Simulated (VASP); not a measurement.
# Cu2W (P6/mmm) in VASP: relaxation of cell and atoms with PBE

Aim: the relaxation of cell and atoms of Cu2W with PBE.

All numbers are computed with VASP 6.6.1; they aren't measurements. Logs are shortened: lines on timing, memory, paths and dates and some standing lists are left out, and cuts for length are marked.

### Step 1. The cell of the first run

It takes space group P6/mmm (No. 191, hexagonal). The conventional cell has a = 4.241 Å, b = 4.241 Å, c = 2.544 Å, α = 90.00°, β = 90.00°, γ = 120.00°. Within 3.2 Å of Cu (site symmetry -6m2) lie 5 Cu at 2.45 to 2.54 Å and 6 W at 2.76 Å. W (site symmetry 6/mmm) has 2 W at 2.54 Å and 12 Cu at 2.76 Å within 3.4 Å.

The cell was generated, and may not be a known phase.

### Step 2. Relaxation of cell and atoms, PBE

INCAR

```
  PREC = Accurate
  ENCUT = 600
  EDIFF = 1E-6
  ISMEAR = 0
  SIGMA = 0.1
  LREAL = F
  LASPH = T
  NELM = 60
  ALGO = Fast
  ISIF = 3
  LWAVE = F
  LCHARG = F
  GGA = PE
  IBRION = 2
  NSW = 100
  EDIFFG = -0.01
```

KPOINTS

```
Automatic mesh
0
Gamma
  12 12 18
```

POSCAR

```
Cu2W
1.0
    4.2414092411      0.0000000000      0.0000000000
   -2.1207046205      3.6731681506      0.0000000000
    0.0000000000      0.0000000000      2.5442820093
Cu W
2 1
Direct
    0.3333333333      0.6666666667      0.0000000000
    0.6666666667      0.3333333333      0.0000000000
    0.0000000000      0.0000000000      0.5000000000
```

Potentials or basis: VASP PAW PBE potentials, release 64 (Cu, W_sv).

Run with:

```bash
$ cat potpaw_PBE.64/Cu/POTCAR potpaw_PBE.64/W_sv/POTCAR > POTCAR
$ mpirun -np 1 vasp_std > vasp.out
```

OUTCAR:

```text
PREC = Accurate
   ENCUT = 600
   EDIFF = 1E-6
   ISMEAR = 0
   LREAL = F
   LASPH = T
   NELM = 60
   ISIF = 3
   GGA = PE
   IBRION = 2
   NSW = 100
   EDIFFG = -0.01

 ion  position               nearest neighbor table
   1  0.333  0.667  0.000-   2 2.45   2 2.45   2 2.45   3 2.76   3 2.76   3 2.76   3 2.76   3 2.76
                             3 2.76
   2  0.667  0.333  0.000-   1 2.45   1 2.45   1 2.45   3 2.76   3 2.76   3 2.76   3 2.76   3 2.76
                             3 2.76
   3  0.000  0.000  0.500-   1 2.76   2 2.76   1 2.76   2 2.76   1 2.76   1 2.76   2 2.76   2 2.76
                             2 2.76   2 2.76   1 2.76   1 2.76

  LATTYP: Found a hexagonal cell.
 ALAT       =     4.2414092411
 C/A-ratio  =     0.5998671349

  Lattice vectors:

 A1 = (   4.2414092411,   0.0000000000,   0.0000000000)
 A2 = (  -2.1207046205,   3.6731681506,   0.0000000000)
 A3 = (   0.0000000000,   0.0000000000,   2.5442820093)

Analysis of symmetry for initial positions (statically):
=====================================================================
 Subroutine PRICEL returns:
 Original cell was already a primitive cell.

 Routine SETGRP: Setting up the symmetry group for a
 hexagonal supercell.

 Subroutine GETGRP returns: Found 24 space group operations
 (whereof 24 operations were pure point group operations)
 out of a pool of 24 trial point group operations.

The static configuration has the point symmetry D_6h.

Analysis of symmetry for dynamics (positions and initial velocities):
=====================================================================
 Subroutine PRICEL returns:
 Original cell was already a primitive cell.

 Routine SETGRP: Setting up the symmetry group for a
 hexagonal supercell.

 Subroutine GETGRP returns: Found 24 space group operations
 (whereof 24 operations were pure point group operations)
 out of a pool of 24 trial point group operations.

The dynamic configuration has the point symmetry D_6h.

 Subroutine INISYM returns: Found 24 space group operations
 (whereof 24 operations are pure point group operations),
 and found     1 'primitive' translations

----------------------------------------------------------------------------------------

                                     Primitive cell

  volume of cell :      39.6384

  direct lattice vectors                    reciprocal lattice vectors
[... 98 lines left out ...]
   TEBEG  =    0.0;   TEEND  =   0.0 temperature during run
   PSTRESS=    0.0 pullay stress
   NELECT =      36.0000    total number of electrons
   NUPDOWN=      -1.0000    fix difference up-down
   EMIN   =  10.00;   EMAX   =-10.00  energy-range for DOS
   EFERMI =   0.00;   METHOD = LEGACY
   ISMEAR =     0;   SIGMA  =   0.10  broadening in eV -4-tet -1-fermi 0-gaus
   EFERMI_NEDOS =   21; number of points for ismear=-14 and -15
   IALGO  =     68    algorithm
   IMIX   =      4    mixing-type and parameters
     AMIX     =   0.40;   BMIX     =  1.00
     AMIX_MAG =   1.60;   BMIX_MAG =  1.00
  volume/ion in A,a.u.               =      13.21        89.16
  Fermi-wavevector in a.u.,A,eV,Ry     =   1.585393  2.995958 34.197846  2.513471
  Thomas-Fermi vector in A             =   2.684864
   LORBIT       =      0    0 simple, 1 ext, 2 COOP (PROOUT), +10 PAW based schemes
   GGA     = PE    functional components
   LHFCALC =     F    Hartree Fock is set to
   AEXX    =    0.0000 exact exchange contribution
   IVDW    =     0    specifies the selected vdW correction
   LEPSILON=     F    determine dielectric tensor
   LRPA    =     F    only Hartree local field effects (RPA)
 conjugate gradient relaxation of ions
 non-spin polarized calculation
 RMM-DIIS sequential band-by-band and
 Gauss-broadening in eV      SIGMA  =   0.10
  energy-cutoff  :      600.00
  volume of cell :       39.64
 maximum number of plane-waves:      1366
 NGX is ok and might be reduce to    36
   NGX = 17   NGY = 17   NGZ = 11

--------------------------------------- Ionic step        1  -------------------------------------------

 number of electron      35.9999980 magnetization

 Free energy of the ion-electron system (eV)
  ---------------------------------------------------
  ext. energy  EPLUGINS =         0.00000000
  ---------------------------------------------------
  free energy    TOTEN  =       -19.25594686 eV

  energy without entropy =      -19.24011447  energy(sigma->0) =      -19.24803067

------------------------ aborting loop because EDIFF is reached ----------------------------------------

  FORCE on cell =-STRESS in cart. coord.  units (eV):
  Direction    XX          YY          ZZ          XY          YZ          ZX
  --------------------------------------------------------------------------------------
  -------------------------------------------------------------------------------------
  Total        0.0699797      0.0699797      1.1023072      0.0000000      0.0000000      0.0000000
  in kB        2.8285675      2.8285675     44.5550547      0.0000000      0.0000000      0.0000000
  external PRESSURE =      16.7373965 kB  Pullay stress =       0.0000000 kB
[... 283 lines left out ...]
--------------------------------------- Ionic step        9  -------------------------------------------

 number of electron      35.9999984 magnetization

 Free energy of the ion-electron system (eV)
  ---------------------------------------------------
  ext. energy  EPLUGINS =         0.00000000
  ---------------------------------------------------
  free energy    TOTEN  =       -19.26374862 eV

  energy without entropy =      -19.24857777  energy(sigma->0) =      -19.25616319

 E-fermi :   9.3638     XC(G=0): -13.0490

 val. band max:        9.3636160978   @ k =   0.1667   0.0833   0.3889
 cond. band min:       9.3712231226   @ k =   0.2500   0.2500   0.2778
 fundamental gap:      0.0076070248
 Fermi energy:         9.3637569220

 k-point     1 :       0.0000    0.0000    0.0000
  band No.  band energies     occupation
      1     -65.0451      2.00000
      2     -29.3255      2.00000
      3     -29.3255      2.00000
      4     -28.3676      2.00000
      5      -0.4330      2.00000
      6       4.0512      2.00000
[... 589 lines left out ...]
     21      12.0219      0.00000
     22      12.6477      0.00000

 [... further k-points ...]

------------------------ aborting loop because EDIFF is reached ----------------------------------------

  FORCE on cell =-STRESS in cart. coord.  units (eV):
  Direction    XX          YY          ZZ          XY          YZ          ZX
  --------------------------------------------------------------------------------------
  -------------------------------------------------------------------------------------
  Total        0.0101261      0.0101261      0.0173082      0.0000000     -0.0000000      0.0000000
  in kB        0.4064801      0.4064801      0.6947798      0.0000000     -0.0000000      0.0000000
  external PRESSURE =       0.5025800 kB  Pullay stress =       0.0000000 kB
[... 18 lines left out ...]
  FREE ENERGIE OF THE ION-ELECTRON SYSTEM (eV)
  ---------------------------------------------------
  free  energy   TOTEN  =       -19.2637486160 eV

  energy  without entropy=      -19.2485777660  energy(sigma->0) =      -19.25616319

 reached required accuracy - stopping structural energy minimisation
```

OSZICAR:

```text
N       E                     dE             d eps       ncg     rms          rms(c)
DAV:   1     0.319286801162E+03    0.31929E+03   -0.20732E+04  8712   0.287E+03
DAV:   2    -0.170206644254E+01   -0.32099E+03   -0.31479E+03  8398   0.521E+02
DAV:   3    -0.223657898905E+02   -0.20664E+02   -0.19771E+02 11234   0.153E+02
[... 94 lines left out ...]
RMM:   4    -0.192637507540E+02    0.20511E-04   -0.22127E-04  9613   0.131E-01    0.297E-02
RMM:   5    -0.192637493188E+02    0.14352E-05   -0.29318E-05  8428   0.791E-02    0.197E-02
RMM:   6    -0.192637494473E+02   -0.12857E-06   -0.24114E-05  8128   0.548E-02    0.102E-02
RMM:   7    -0.192637484430E+02    0.10043E-05   -0.67193E-06  7314   0.418E-02    0.112E-03
RMM:   8    -0.192637486160E+02   -0.17295E-06   -0.22376E-06  5330   0.119E-02
   9 F= -.19263749E+02 E0= -.19256163E+02  d E =0.631208E-06
```

CONTCAR:

```text
Cu2W
   1.00000000000000
     4.2245679860275525   -0.0000000000002299    0.0000000000000000
    -2.1122839929641741    3.6585831958762229   -0.0000000000000000
     0.0000000000000000    0.0000000000000000    2.5823752990039859
  Cu              W
     2     1
Direct
     0.3333333332999970    0.6666666667000030    0.0000000000000000
     0.6666666667000030    0.3333333332999970    0.0000000000000000
     0.0000000000000000    0.0000000000000000    0.5000000000000000

  0.00000000E+00  0.00000000E+00  0.00000000E+00
  0.00000000E+00  0.00000000E+00  0.00000000E+00
  0.00000000E+00  0.00000000E+00  0.00000000E+00
```

It took 7 min on 1 thread of Intel Xeon 6975P-C (Granite Rapids), shared host; peak memory 0.34 GiB.

What came out:

| Item | Value |
| --- | --- |
| Free energy | -19.2637 eV |
| Relaxed volume | 13.30 Å³/atom |
| Relaxed cell | a = 4.225 Å, b = 4.225 Å, c = 2.582 Å, α = 90.00°, β = 90.00°, γ = 120.00° |
| Space group after relaxing (to 0.1 Å) | P6/mmm (No. 191) |
| Energy gained by relaxing | 2.6 meV/atom |
| Ionic steps | 9 |
| Pressure after relaxing | 0.1 GPa |
| Band gap on the k mesh | zero (bands 18 and 19 overlap by 0.84 eV) |

Step by step:
```csv
step,energy change (eV),largest force (eV/Å),pressure (GPa),volume (Å³)
1,0.0000,0.0000,1.67,39.64
2,-0.0035,0.0000,-2.74,40.43
3,-0.0059,0.0000,-0.87,40.12
4,-0.0078,0.0000,0.48,39.88
5,-0.0078,0.0000,-0.24,39.91
6,-0.0078,0.0000,0.30,39.90
7,-0.0078,0.0000,0.15,39.90
8,-0.0078,0.0000,-0.37,39.94
9,-0.0078,0.0000,0.05,39.91
```

Final structure:
```cif
data_structure
_symmetry_space_group_name_H-M 'P 1'
_symmetry_Int_Tables_number 1
_cell_length_a 4.2246
_cell_length_b 4.2246
_cell_length_c 2.5824
_cell_angle_alpha 90.000
_cell_angle_beta 90.000
_cell_angle_gamma 120.000
_cell_volume 39.91
loop_
_atom_site_label
_atom_site_type_symbol
_atom_site_fract_x
_atom_site_fract_y
_atom_site_fract_z
_atom_site_occupancy
Cu1 Cu 0.33333 0.66667 0.00000 1
Cu2 Cu 0.66667 0.33333 0.00000 1
W1 W 0.00000 0.00000 0.50000 1
```

Levels at points of the mesh, in eV from the Fermi level:
```tsv
k point	band 16	band 17	band 18	band 19	band 20	band 21
(0.00, 0.00, 0.00)	-2.91	-2.64	-2.64	3.05	3.05	4.17
(0.50, 0.00, 0.00)	-2.75	-2.59	-0.64	-0.07	0.04	2.66
(0.00, 0.00, 0.50)	-0.84	-0.84	-0.49	1.15	1.15	5.98
(0.50, 0.00, 0.50)	-1.89	-1.43	0.09	0.46	1.10	1.84
```

Caveat: spin-orbit coupling is left out, which moves the levels of the heavy elements.
